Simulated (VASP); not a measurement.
# Se (I4_1/amd) in VASP: a series of runs, part 2 of 2

VASP 6.6.1.

## (3) Relaxation of cell and atoms, LDA, target pressure 290 GPa, at which the enthalpy is minimised

This run uses another cell than the first one, of 9.70 Å³/atom.

File INCAR:

```
ALGO     = Normal         # electronic algorithm
EDIFF    = 1E-7           # SCF threshold, eV
EDIFFG   = -0.005         # ionic threshold
ENCUT    = 600            # plane-wave cutoff, eV
IBRION   = 2              # ionic algorithm
ISIF     = 3              # what is computed and relaxed
ISMEAR   = -1             # smearing method
LASPH    = T              # aspherical terms in the spheres
LCHARG   = F              # write CHGCAR
LREAL    = F              # projectors in reciprocal space
LWAVE    = F              # write WAVECAR
NELM     = 80             # most SCF steps
NSW      = 32             # ionic steps
PREC     = Accurate       # precision mode
PSTRESS  = 2900.0       
SIGMA    = 0.05           # smearing width, eV
```

File KPOINTS:

```
k-points
0
Gamma
  18 18 18
```

File POSCAR:

```
Se
1.0
   -2.0937435894      2.0937435894      1.1058384002
    2.0937435894     -2.0937435894      1.1058384002
    2.0937435894      2.0937435894     -1.1058384002
Se
2
Direct
   -0.3750000000     -0.1250000000     -0.2500000000
    0.3750000000      0.1250000000      0.2500000000
```

Potentials or basis: VASP PAW LDA potentials, release 64 (Se).

Run with:

```
$ cat potpaw_LDA.64/Se/POTCAR > POTCAR
$ mpirun -np 1 vasp_std > vasp.out
```

OUTCAR:

```text
EDIFF = 1E-7
   EDIFFG = -0.005
   ENCUT = 600
   IBRION = 2
   ISIF = 3
   ISMEAR = -1
   LASPH = T
   LREAL = F
   NELM = 80
   NSW = 32
   PREC = Accurate
   PSTRESS = 2900.0

 ion  position               nearest neighbor table
   1  0.625  0.875  0.750-   2 2.17   2 2.17   2 2.17   2 2.17   2 2.67   2 2.67   2 2.67   2 2.67

   2  0.375  0.125  0.250-   1 2.17   1 2.17   1 2.17   1 2.17   1 2.67   1 2.67   1 2.67   1 2.67

  LATTYP: Found a body centered tetragonal cell.
 ALAT       =     4.1874871788
 C/A-ratio  =     0.5281632411

  Lattice vectors:

 A1 = (  -2.0937435894,   2.0937435894,   1.1058384002)
 A2 = (   2.0937435894,  -2.0937435894,   1.1058384002)
 A3 = (   2.0937435894,   2.0937435894,  -1.1058384002)

Analysis of symmetry for initial positions (statically):
=====================================================================
 Subroutine PRICEL returns:
 Original cell was already a primitive cell.

 Routine SETGRP: Setting up the symmetry group for a
 body centered tetragonal supercell.

 Subroutine GETGRP returns: Found 16 space group operations
 (whereof  4 operations were pure point group operations)
 out of a pool of 16 trial point group operations.

The static configuration has the point symmetry C_2h.
 The point group associated with its full space group is D_4h.

Analysis of symmetry for dynamics (positions and initial velocities):
=====================================================================
 Subroutine PRICEL returns:
 Original cell was already a primitive cell.

 Routine SETGRP: Setting up the symmetry group for a
 body centered tetragonal supercell.

 Subroutine GETGRP returns: Found 16 space group operations
 (whereof  4 operations were pure point group operations)
 out of a pool of 16 trial point group operations.

The dynamic configuration has the point symmetry C_2h.
 The point group associated with its full space group is D_4h.

 Subroutine INISYM returns: Found 16 space group operations
 (whereof  4 operations are pure point group operations),
 and found     1 'primitive' translations

----------------------------------------------------------------------------------------

                                     Primitive cell

  volume of cell :      19.3909

  direct lattice vectors                    reciprocal lattice vectors
    -2.093743589  2.093743589  1.105838400     0.000000000  0.238806701  0.452145630
     2.093743589 -2.093743589  1.105838400     0.238806701  0.000000000  0.452145630
     2.093743589  2.093743589 -1.105838400     0.238806701  0.238806701  0.000000000

  length of vectors
     3.160759878  3.160759878  3.160759878     0.511335811  0.511335811  0.337723676

  position of ions in fractional coordinates (direct lattice)
     0.625000000  0.875000000  0.750000000
     0.375000000  0.125000000  0.250000000

  ion indices of the primitive-cell ions
   primitive index   ion index
                 1           1
                 2           2

----------------------------------------------------------------------------------------

 KPOINTS: k-points

Automatic generation of k-mesh.
 Grid dimensions read from file:
[... 52 lines left out ...]
   ions per type =               2
   NGX,Y,Z   is equivalent  to a cutoff of  14.73, 14.73, 14.73 a.u.
   NGXF,Y,Z  is equivalent  to a cutoff of  29.45, 29.45, 29.45 a.u.
 SYSTEM =  unknown system
   PREC   = accura    normal or accurate (medium, high low for compatibility)
   ISTART =      0    job   : 0-new  1-cont  2-samecut
   ICHARG =      2    charge: 1-file 2-atom 10-const
   ISPIN  =      1    spin polarized calculation?
   LNONCOLLINEAR =      F non collinear calculations
   LSORBIT =      F    spin-orbit coupling
   LASPH  =      T    aspherical Exc in radial PAW
   ENCUT  =  600.0 eV  44.10 Ry    6.64 a.u.   6.31  6.31  6.31*2*pi/ulx,y,z
   NELM   =     80;   NELMIN=  2; NELMDL= -5     # of ELM steps
   EDIFF  = 0.1E-06   stopping-criterion for ELM
   LREAL  =      F    real-space projection
   EDIFFG = -.5E-02   stopping-criterion for IOM
   NSW    =     32    number of steps for IOM
   IBRION =      2    ionic relax: 0-MD 1-quasi-New 2-CG
   NFREE  =      1    steps in history (QN), initial steepest desc. (CG)
   ISIF   =      3    stress and relaxation
   ISYM   =      2    0-nonsym 1-usesym 2-fastsym
   POTIM  = 0.5000    time-step for ionic-motion
   TEBEG  =    0.0;   TEEND  =   0.0 temperature during run
   PSTRESS= 2900.0 pullay stress
   NELECT =      12.0000    total number of electrons
   NUPDOWN=      -1.0000    fix difference up-down
   EMIN   =  10.00;   EMAX   =-10.00  energy-range for DOS
   EFERMI =   0.00;   METHOD = LEGACY
   ISMEAR =    -1;   SIGMA  =   0.05  broadening in eV -4-tet -1-fermi 0-gaus
   EFERMI_NEDOS =   21; number of points for ismear=-14 and -15
   IALGO  =     38    algorithm
   IMIX   =      4    mixing-type and parameters
     AMIX     =   0.40;   BMIX     =  1.00
     AMIX_MAG =   1.60;   BMIX_MAG =  1.00
  volume/ion in A,a.u.               =       9.70        65.43
  Fermi-wavevector in a.u.,A,eV,Ry     =   1.395090  2.636339 26.480711  1.946277
  Thomas-Fermi vector in A             =   2.518576
   LORBIT       =      0    0 simple, 1 ext, 2 COOP (PROOUT), +10 PAW based schemes
   GGA     = CA    functional components
   LHFCALC =     F    Hartree Fock is set to
   AEXX    =    0.0000 exact exchange contribution
   IVDW    =     0    specifies the selected vdW correction
   LEPSILON=     F    determine dielectric tensor
   LRPA    =     F    only Hartree local field effects (RPA)
 conjugate gradient relaxation of ions
 non-spin polarized calculation
  energy-cutoff  :      600.00
  volume of cell :       19.39
 maximum number of plane-waves:       673
 NGX is ok and might be reduce to    28
   NGX = 13   NGY = 13   NGZ = 13

--------------------------------------- Ionic step        1  -------------------------------------------

 number of electron      11.9999998 magnetization

 Free energy of the ion-electron system (eV)
  ---------------------------------------------------
  ext. energy  EPLUGINS =         0.00000000
  ---------------------------------------------------
  free energy    TOTEN  =         3.14479666 eV

  energy without entropy =        3.15158386  energy(sigma->0) =        3.14819026

------------------------ aborting loop because EDIFF is reached ----------------------------------------

  FORCE on cell =-STRESS in cart. coord.  units (eV):
  Direction    XX          YY          ZZ          XY          YZ          ZX
  --------------------------------------------------------------------------------------
  -------------------------------------------------------------------------------------
  Total       35.9603531     35.9603531     35.9813708     -0.0000000     -0.0000000      0.0000000
  in kB     2971.2273379   2971.2273379   2972.9639255     -0.0000000     -0.0000000      0.0000000
  external PRESSURE =      71.8062004 kB  Pullay stress =    2900.0000000 kB
[... 101 lines left out ...]
--------------------------------------- Ionic step        4  -------------------------------------------

 number of electron      11.9999999 magnetization

 Free energy of the ion-electron system (eV)
  ---------------------------------------------------
  ext. energy  EPLUGINS =         0.00000000
  ---------------------------------------------------
  free energy    TOTEN  =         2.88901149 eV

  energy without entropy =        2.89566610  energy(sigma->0) =        2.89233879

 E-fermi :  18.7709     XC(G=0): -14.2085

 val. band max:       18.7693612664   @ k =  -0.1111  -0.2222   0.0556
 cond. band min:      18.7715430473   @ k =   0.4444   0.1667   0.0000
 fundamental gap:      0.0021817809
 Fermi energy:        18.7708694813

 k-point     1 :       0.0000    0.0000    0.0000
  band No.  band energies     occupation
      1      -8.1089      2.00000
      2       7.1382      2.00000
      3       7.6925      2.00000
      4       7.6925      2.00000
      5      15.8281      2.00000
      6      23.3889      0.00000
      7      23.3889      0.00000
      8      24.9791      0.00000
      9      26.1151      0.00000
     10      28.0717      0.00000
[... 287 lines left out ...]
 k-point    24 :      -0.2222    0.0556    0.0000
  band No.  band energies     occupation
      1      -6.8155      2.00000
      2       4.5955      2.00000
      3       7.6433      2.00000
      4      12.1688      2.00000
      5      17.9069      2.00000
      6      18.6388      1.86707
      7      19.0709      0.00494
      8      21.0081      0.00000
      9      22.9872      0.00000
     10      26.8081      0.00000

 [... further k-points ...]

------------------------ aborting loop because EDIFF is reached ----------------------------------------

  FORCE on cell =-STRESS in cart. coord.  units (eV):
  Direction    XX          YY          ZZ          XY          YZ          ZX
  --------------------------------------------------------------------------------------
  -------------------------------------------------------------------------------------
  Total       35.3500990     35.3500990     35.3495049      0.0000000      0.0000000      0.0000000
  in kB     2899.9288539   2899.9288539   2899.8801218      0.0000000      0.0000000      0.0000000
  external PRESSURE =      -0.0873901 kB  Pullay stress =    2900.0000000 kB
[... 21 lines left out ...]
  energy  without entropy=        2.8956661004  energy(sigma->0) =        2.89233879

  enthalpy is  TOTEN    =        38.2399777350 eV   P V=       35.3509662490

 reached required accuracy - stopping structural energy minimisation
```

Wall time 1.8 min (1 thread of Intel Xeon 6975P-C (Granite Rapids), shared host); peak memory 0.24 GiB.

What came out:

```
Free energy                                                : 2.8890 eV
Relaxed volume                                             : 9.77 Å³/atom
Relaxed cell                                               : a = 3.168 Å, b = 3.168 Å, c = 3.168 Å, α = 97.03°, β = 97.03°, γ = 139.04°
Space group after relaxing (to 0.1 Å)                      : I4_1/amd (No. 141)
Energy change on relaxing (the run minimises the enthalpy) : -127.9 meV/atom
Ionic steps                                                : 4
Pressure after relaxing                                    : 290.0 GPa
Band gap on the k mesh                                     : zero (bands 6 and 7 overlap by 11.19 eV)
```

Step by step:
```tsv
step	energy change (eV)	largest force (eV/Å)	pressure (GPa)	volume (Å³)
1	0.0000	0.0000	297.18	19.39
2	-2.0763	0.0000	239.52	20.64
3	-0.2627	0.0000	289.81	19.53
4	-0.2558	0.0000	289.99	19.53
```

Final structure:
```
Se
1.0
    -2.09872    2.09872    1.10853
     2.09872   -2.09872    1.10853
     2.09872    2.09872   -1.10853
Se
2
Cartesian
  2.0987 1.0494 0.8314
  0.0000 1.0494 0.2771
```

Caveat: the cell is relaxed towards a set pressure, so the run minimises the enthalpy, not the energy.
